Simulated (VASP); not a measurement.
A run of VASP 6.6.1:

The input INCAR:

```
SYSTEM = ZrN
PREC = Accurate
ENCUT = 600
EDIFF = 1E-6
ISMEAR = -1
SIGMA = 0.11
LREAL = .False.
LASPH = .True.
NELM = 120
ALGO = Normal
ISIF = 2
LWAVE = .False.
LCHARG = .False.
GGA = PE
NBANDS = 16
GGA_COMPAT = .False.
```

Contents of KPOINTS:

```
regular mesh
0
Gamma
  8 8 8
  0 0 0
```

File POSCAR:

```
ZrN
1.0
    0.0000000000      2.2942655869      2.2942655869
    2.2942655869      0.0000000000      2.2942655869
    2.2942655869      2.2942655869      0.0000000000
Zr N
1 1
Direct
    0.5000000000      0.5000000000      0.5000000000
    0.0000000000      0.0000000000      0.0000000000
```

Potentials or basis: VASP PAW PBE potentials, release 64 (Zr_sv, N).

The run is started by

```console
$ cat potpaw_PBE.64/Zr_sv/POTCAR potpaw_PBE.64/N/POTCAR > POTCAR
$ mpirun -np 1 vasp_std > vasp.out
```

Hardware: 1 thread of Intel Xeon 8259CL (shared host).

Task: How long does it take, and how much memory?

Result: It took 27 s on 1 thread of Intel Xeon 8259CL, on a shared host, peak memory 0.16 GiB. Counts: scf iterations 13, k points 29.
